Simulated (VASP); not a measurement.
# MnS (F-43m) in VASP: settings compared, part 2 of 3

VASP 6.6.1.

## (3) Vibrations by perturbation theory, PBE, collinear spin, ferromagnetic start

INCAR

```
ALGO = Normal ; EDIFF = 1E-8
ENCUT = 520 ; GGA = PE
IBRION = 8 ; ISIF = 2
ISMEAR = -1 ; ISPIN = 2
LASPH = T ; LCHARG = F
LMAXMIX = 4 ; LORBIT = 11
LREAL = F ; LWAVE = F
MAGMOM = 4 0 ; NELM = 150
NSW = 1 ; PREC = Accurate
SIGMA = 0.05
```

KPOINTS

```
k-points
0
Gamma
  7 7 7
```

POSCAR

```
MnS
1.0
    0.0000000000      2.4734634191      2.4734634191
    2.4734634191      0.0000000000      2.4734634191
    2.4734634191      2.4734634191      0.0000000000
Mn S
1 1
Direct
    0.0000000000      0.0000000000      0.0000000000
    0.7500000000      0.7500000000      0.7500000000
```

Potentials or basis: VASP PAW PBE potentials, release 64 (Mn_pv, S).

Launch:

```
cat potpaw_PBE.64/Mn_pv/POTCAR potpaw_PBE.64/S/POTCAR > POTCAR
mpirun -np 1 vasp_std > vasp.out
```

OUTCAR:

```text
EDIFF = 1E-8
   ENCUT = 520
   GGA = PE
   IBRION = 8
   ISIF = 2
   ISMEAR = -1
   ISPIN = 2
   LASPH = T
   LORBIT = 11
   LREAL = F
   NELM = 150
   NSW = 1
   PREC = Accurate

 ion  position               nearest neighbor table
   1  0.000  0.000  0.000-   2 2.14   2 2.14   2 2.14   2 2.14
   2  0.750  0.750  0.750-   1 2.14   1 2.14   1 2.14   1 2.14

  LATTYP: Found a face centered cubic cell.
 ALAT       =     4.9469268382

  Lattice vectors:

 A1 = (   0.0000000000,   2.4734634191,   2.4734634191)
 A2 = (   2.4734634191,   0.0000000000,   2.4734634191)
 A3 = (   2.4734634191,   2.4734634191,   0.0000000000)

Analysis of symmetry for initial positions (statically):
=====================================================================
 Subroutine PRICEL returns:
 Original cell was already a primitive cell.

 Routine SETGRP: Setting up the symmetry group for a
 face centered cubic supercell.

 Subroutine GETGRP returns: Found 24 space group operations
 (whereof 24 operations were pure point group operations)
 out of a pool of 48 trial point group operations.

The static configuration has the point symmetry T_d .

Analysis of symmetry for dynamics (positions and initial velocities):
=====================================================================
 Subroutine PRICEL returns:
 Original cell was already a primitive cell.

 Routine SETGRP: Setting up the symmetry group for a
 face centered cubic supercell.
[... 933 lines left out ...]

------------------------ aborting loop because EDIFF is reached ----------------------------------------

[... ionic steps 5 to 6 ...]

--------------------------------------- Ionic step        7  -------------------------------------------

 Free energy of the ion-electron system (eV)
  ---------------------------------------------------
  ---------------------------------------------------
  free energy    TOTEN  =        -0.10215806 eV

  energy without entropy =       -0.10215807

------------------------ aborting loop because EDIFF is reached ----------------------------------------

 INTERNAL STRAIN TENSOR  FOR ION    2  DIRECTION 1   (eV/Angst):
 -----------------------------------------------------------------------------
    -0.00298  0.00000  0.00000
     0.00000  0.00057 14.87619
     0.00000 14.87619  0.00057

 INTERNAL STRAIN TENSOR FOR ION    2 for displacements in x,y,z  (eV/Angst):
          X           Y           Z          XY          YZ          ZX
  --------------------------------------------------------------------------------
  x     0.00000     0.00000     0.00000     0.00000    14.87619     0.00000
  y     0.00000     0.00000     0.00000     0.00000     0.00000    14.87619
  z     0.00000     0.00000     0.00000    14.87619     0.00000     0.00000

 SECOND DERIVATIVES (NOT SYMMETRIZED)
 ------------------------------------
               1X          1Y          1Z          2X          2Y          2Z
  1X   -13.349053    0.000000    0.000000   13.349053    0.000000    0.000000
  1Y     0.000000  -13.349053    0.000000    0.000000   13.349053    0.000000
  1Z     0.000000    0.000000  -13.349053    0.000000    0.000000   13.349053
  2X    13.372134    0.000000    0.000000  -13.372134    0.000000    0.000000
  2Y     0.000000   13.372134    0.000000    0.000000  -13.372134    0.000000
  2Z     0.000000    0.000000   13.372134    0.000000    0.000000  -13.372134

 Eigenvectors and eigenvalues of the dynamical matrix
 ----------------------------------------------------

   1 f  =   12.700585 THz    79.800131 2PiTHz  423.645925 cm-1    52.525377 meV
             X         Y         Z           dx          dy          dz
      0.000000  0.000000  0.000000     0.000000    0.606758    0.000000
      3.710195  3.710195  3.710195    -0.000000   -0.794886    0.000000
[... 21 lines left out ...]
   6 f/i=    0.005291 THz     0.033246 2PiTHz    0.176496 cm-1     0.021883 meV
             X         Y         Z           dx          dy          dz
      0.000000  0.000000  0.000000    -0.043212    0.793711    0.000000
      3.710195  3.710195  3.710195    -0.032985    0.605861    0.000000

--------------------------------------------------------------------------------------------------------

 ELASTIC MODULI CONTR FROM IONIC RELAXATION (kBar)
 Direction    XX          YY          ZZ          XY          YZ          ZX
 --------------------------------------------------------------------------------
 XX          -0.0000      0.0000      0.0000      0.0000     -0.0000      0.0000
 YY           0.0000     -0.0000      0.0000      0.0000      0.0000     -0.0000
 ZZ           0.0000      0.0000     -0.0000     -0.0000      0.0000     -0.0000
 XY           0.0000      0.0000     -0.0000   -814.4376      0.0000     -0.0000
 YZ          -0.0000      0.0000      0.0000      0.0000   -814.4376      0.0000
 ZX           0.0000     -0.0000     -0.0000     -0.0000      0.0000   -814.4376
 --------------------------------------------------------------------------------

 total charge

# of ion       s       p       d       tot
------------------------------------------
    1        0.352   6.313   5.367  12.031
    2        1.322   2.427   0.000   3.749
--------------------------------------------------
tot          1.673   8.740   5.367  15.780

 magnetization (x)

# of ion       s       p       d       tot
------------------------------------------
    1        0.008   0.004   0.221   0.232
    2       -0.001  -0.006   0.000  -0.006
--------------------------------------------------
tot          0.007  -0.002   0.221   0.226
```

OSZICAR:

```text
N       E                     dE             d eps       ncg     rms          rms(c)
DAV:   1     0.151121288065E+03    0.15112E+03   -0.10923E+04  1208   0.137E+03
DAV:   2    -0.801497163654E+01   -0.15914E+03   -0.15353E+03  1319   0.355E+02
DAV:   3    -0.144457346813E+02   -0.64308E+01   -0.63947E+01  1396   0.795E+01
DAV:   4    -0.145277890153E+02   -0.82054E-01   -0.82020E-01  1550   0.936E+00
[... 62 lines left out ...]
RMM:  11    -0.102158077326E+00   -0.29797E-06    0.34162E-07  7676   0.212E-04    0.437E-05
RMM:  12    -0.102158124103E+00   -0.46777E-07    0.14215E-07  7229   0.717E-05    0.232E-05
RMM:  13    -0.102158091756E+00    0.32347E-07   -0.31844E-08  7208   0.290E-05    0.636E-06
RMM:  14    -0.102158055723E+00    0.36033E-07   -0.28739E-09  7391   0.114E-05    0.272E-06
RMM:  15    -0.102158055101E+00    0.62266E-09    0.33662E-09  7237   0.522E-06    0.175E-06
 Linear response finished
```

stdout:

```text
POSCAR found type information on POSCAR MnS
 POSCAR found :  2 types and       2 ions
 scaLAPACK will be used
 LDA part: xc-table for (Slater+PW92), standard interpolation
 POSCAR, INCAR and KPOINTS ok, starting setup
 FFT: planning ... GRIDC
 FFT: planning ... GRID_SOFT
 FFT: planning ... GRID
 WAVECAR not read
 entering main loop
 Linear response reoptimize wavefunctions to high precision
 Linear response DOF=           2
 Linear response progress:
 first order change of Fermi-energy   0.61822E-03
 force on displaced ion       1 direction 1 : -13.349   0.000   0.000
 Linear response progress:
 first order change of Fermi-energy   0.25530E-04
 force on displaced ion       2 direction 1 : -13.372   0.000   0.000
 Linear response finished
```

It took 4.6 min on 1 thread of Intel Xeon 6975P-C, shared host; peak memory 0.28 GiB.

What came out:

* Net moment: 0.24 μB per cell
* Site moments: Mn +0.23; S -0.01 μB
* Valence electrons inside the program's atomic spheres: Mn 12.03; S 3.75
* Highest phonon frequency at Γ, LO-TO splitting left out: 424 cm⁻¹

Phonon frequencies in cm⁻¹ (negative: imaginary):
```tsv
q point	frequencies
(0.000, 0.000, 0.000)	0 0 0 424 424 424
```

Caveat: the cell wasn't relaxed at this level first, which shifts response properties; the moment fell far below its start of 4 μB, so a state of higher moment may lie lower in energy.

## (4) Single point, PBEsol+D4+U, collinear spin, ferromagnetic start

INCAR

```
  ALGO = Normal
  EDIFF = 1E-6
  ENCUT = 520
  GGA = PS
  ISIF = 2
  ISMEAR = -1
  ISPIN = 2
  IVDW = 13
  LASPH = True
  LCHARG = True
  LDAU = True
  LDAUJ = 0 0
  LDAUL = 2 -1
  LDAUPRINT = 1
  LDAUTYPE = 2
  LDAUU = 4.5 0
  LELF = True
  LMAXMIX = 4
  LORBIT = 11
  LREAL = False
  LVHAR = True
  LWAVE = False
  MAGMOM = 4 0
  NBANDS = 20
  NELM = 150
  PREC = Accurate
  SIGMA = 0.1
```

KPOINTS

```
k-points
0
Gamma
  9 9 9
```

POSCAR is that of step 3.

Launch:

```
cat potpaw_PBE.64/Mn_pv/POTCAR potpaw_PBE.64/S/POTCAR > POTCAR
mpirun -np 1 vasp_std > vasp.out
```

Run time: 24 s. Hardware: 1 thread of Intel Xeon 6975P-C (Granite Rapids), shared host; peak memory 0.19 GiB.

Results (log left out):

| Item | Value |
| --- | --- |
| Free energy | -12.1131 eV |
| Pressure | 45.9 GPa |
| Net moment | 4.47 μB per cell |
| Site moments | Mn +4.16; S +0.00 μB |
| Valence electrons inside the program's atomic spheres | Mn 11.90; S 3.93 |
| Dispersion energy per atom | -0.270 eV |

Levels at points of the mesh, in eV from the Fermi level:
Spin up:
```csv
k point,band 8,band 9,band 10,band 11,band 12,band 13,band 14,band 15,band 16,band 17
"(0.00, 0.00, 0.00)",-5.15,-5.15,1.27,1.27,1.27,2.82,6.68,6.68,6.68,11.96
```
Spin down:
```tsv
k point	band 3	band 4	band 5	band 6	band 7	band 8	band 9	band 10	band 11	band 12
(0.00, 0.00, 0.00)	-46.16	-15.51	-4.05	-4.05	-4.05	1.98	1.98	3.34	5.37	5.37
```

Eigenvalues of the final occupation matrices:
| site | spin | trace | eigenvalues |
| --- | --- | --- | --- |
| site 1 d | 1 | 4.57 | 0.91 0.91 0.91 0.92 0.92 |
| site 1 d | 2 | 0.56 | 0.04 0.04 0.16 0.16 0.16 |

Caveat: the PAW data sets were made with another functional, which shifts forces and pressure a little; a cell with one magnetic atom can't hold antiferromagnetic order, which such compounds often take; pairwise dispersion overbinds metals, which lowers pressure and volume.

## (5) Single point, PBE+U, collinear spin, ferromagnetic start

This run uses another cell than the first one, of 22.87 Å³/atom, 1.511 times its volume.

INCAR

```
PREC     = Accurate       # precision mode
ENCUT    = 520            # plane-wave cutoff, eV
EDIFF    = 1E-6           # SCF threshold, eV
ISMEAR   = -1             # smearing method
SIGMA    = 0.05           # smearing width, eV
LREAL    = False          # projectors in reciprocal space
LASPH    = True           # aspherical terms in the spheres
NELM     = 150            # most SCF steps
ALGO     = Normal         # electronic algorithm
ISIF     = 2              # what is computed and relaxed
LWAVE    = False          # write WAVECAR
LCHARG   = True           # write CHGCAR
ISPIN    = 2              # spin polarisation
MAGMOM   = 4 0            # initial moments
LORBIT   = 11             # projections on sites
LMAXMIX  = 4              # l up to which the mixer works
LDAU     = True           # DFT+U
LDAUTYPE = 2            
LDAUL    = 2 -1           # shell
LDAUU    = 1 0            # U, eV
LDAUJ    = 0 0          
LDAUPRINT= 1            
GGA      = PE             # functional
LELF     = True           # ELF
LVHAR    = True         
NBANDS   = 20             # bands
```

KPOINTS

```
Automatic mesh
0
Gamma
  9 9 9
```

POSCAR

```
MnS
1.0
    0.0000000000      2.8385245905      2.8385245905
    2.8385245905      0.0000000000      2.8385245905
    2.8385245905      2.8385245905      0.0000000000
Mn S
1 1
Direct
    0.0000000000      0.0000000000      0.0000000000
    0.7500000000      0.7500000000      0.7500000000
```

Launch:

```
cat potpaw_PBE.64/Mn_pv/POTCAR potpaw_PBE.64/S/POTCAR > POTCAR
mpirun -np 1 vasp_std > vasp.out
```

It took 1.8 min on 1 thread of Intel Xeon 8259CL, shared host; peak memory 0.21 GiB.

It converged, with:

```yaml
Free_energy: -13.7691 eV
Pressure: 0.1 GPa
Band_gap_on_the_k_mesh: 0.43 eV, indirect (least direct gap 0.88 eV)
Net_moment: 5.00 μB per cell
Site_moments: Mn +4.45; S +0.07 μB
Valence_electrons_inside_the_program's_atomic_spheres: Mn 11.33; S 3.76
```

Levels at points of the mesh, in eV from the valence-band top:
Spin up:
```csv
k point,band 8,band 9,band 10,band 11,band 12,band 13,band 14,band 15,band 16,band 17
"(0.00, 0.00, 0.00)",-3.58,-3.58,0.00,0.00,0.00,0.88,5.84,5.84,5.84,10.54
```
Spin down:
```csv
k point,band 4,band 5,band 6,band 7,band 8,band 9,band 10,band 11
"(0.00, 0.00, 0.00)",-13.31,-3.00,-3.00,-3.00,1.34,1.34,1.91,3.31
```

Eigenvalues of the final occupation matrices:
| site | spin | trace | eigenvalues |
| --- | --- | --- | --- |
| site 1 d | 1 | 4.62 | 0.92 0.92 0.93 0.93 0.93 |
| site 1 d | 2 | 0.28 | 0.02 0.02 0.08 0.08 0.08 |

Caveat: a cell with one magnetic atom can't hold antiferromagnetic order, which such compounds often take. The state reached can hang on the start; a lower one may exist.

(Continued in part 3 of 3.)
